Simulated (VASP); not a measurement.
Si, 1 atom in the cell. The structure is cubic, space group Fm-3m (No. 225). The conventional cell has a = 3.809 Å, b = 3.809 Å, c = 3.809 Å, α = 90.00°, β = 90.00°, γ = 90.00°. Within 3.6 Å of Si (site symmetry m-3m) lie 12 Si at 2.69 Å. 

- Program: VASP 6.6.1
- Task: single point
- Functional: r2SCAN
- Potentials or basis: VASP PAW PBE potentials, release 64 (Si)
- Cutoff: 520 eV
- k mesh: 13 × 13 × 13
- Occupations: fermi-dirac, width 0.1 eV
- Spin: no spin polarisation
- Dipole correction: no
- Further INCAR settings: ALGO = Normal; EDIFF = 1e-06; NBANDS = 8

Potentials or basis: VASP PAW PBE potentials, release 64 (Si).

Command:

```bash
$ cat potpaw_PBE.64/Si/POTCAR > POTCAR
$ cp INCAR.step1 INCAR
$ mpirun -np 1 vasp_std > vasp.out
$ cp INCAR.step2 INCAR
$ mpirun -np 1 vasp_std > vasp.out
```

Hardware: 1 thread of Intel Xeon 6975P-C, on a shared host.

Problem. How long does it take, and how much memory?

Solution. Wall time 47 s on 1 thread of Intel Xeon 6975P-C (shared host), peak memory 0.12 GiB. Counts: k points 84.
